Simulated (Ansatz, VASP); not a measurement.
One calculation of Al, two programs

File INCAR:

```
SYSTEM = Al
  ALGO = Normal
  EDIFF = 1E-6
  EDIFFG = -0.005
  ENCUT = 600
  IBRION = 2
  ISIF = 3
  ISMEAR = 0
  LASPH = .True.
  LCHARG = .False.
  LREAL = .False.
  LWAVE = .False.
  NELM = 100
  NSW = 70
  PREC = Accurate
  SIGMA = 0.1
```

File KPOINTS:

```
k-points
0
Gamma
  18 18 18
  0 0 0
```

File POSCAR:

```
Al
1.0
    0.0000000000      2.0207284053      2.0207284053
    2.0207284053      0.0000000000      2.0207284053
    2.0207284053      2.0207284053      0.0000000000
Al
1
Direct
    0.0000000000      0.0000000000      0.0000000000
```

Input for Ansatz:

```yaml
crystal:
  lattice:
    - [0.0, 2.0207284053, 2.0207284053]
    - [2.0207284053, 0.0, 2.0207284053]
    - [2.0207284053, 2.0207284053, 0.0]
  atoms:
    - { symbol: Al, position: [0.0, 0.0, 0.0] }
basis:
  ecutwfc: 420
kpoints:
  mp_grid: { grid: [18, 18, 18] }
hamiltonian:
  xc: lda
scf:
  occupations: { method: gaussian, width: 0.1 }
output:
  forces: true
  stress: true
  eigenvalues: true
relax:
  adjacent_minimum: "off"
  f_tol: 0.005
  max_steps: 50
  cell: { stress_tol: 0.05 }
```

Alike in both runs: task relaxation of cell and atoms; functional LDA; k mesh 18 × 18 × 18; occupations gaussian, width 0.1 eV; no spin polarisation.

|  | VASP | Ansatz |
| --- | --- | --- |
| version | VASP 6.6.1 | Ansatz 0.2.0 |
| potentials or method | VASP PAW LDA potentials, release 64 (Al), cutoff 600 eV | scalar-relativistic, plane waves, PAW |
| valence electrons in the cell | 3 | 3 |

```tsv
	VASP	Ansatz	Ansatz less VASP
gap on the k mesh at the Fermi level, each at its own relaxed structure (eV)	none	none	-
relaxed volume (Å³/atom)	15.82	15.80	-0.013
relaxed cell length with the largest relative difference (Å)	2.818	2.817	-0.0008
```

LDA's correlation is that of Perdew and Zunger in VASP and of Perdew and Wang (1992) in Ansatz. A gap of «none» marks a metal or a gap that the smearing closes.
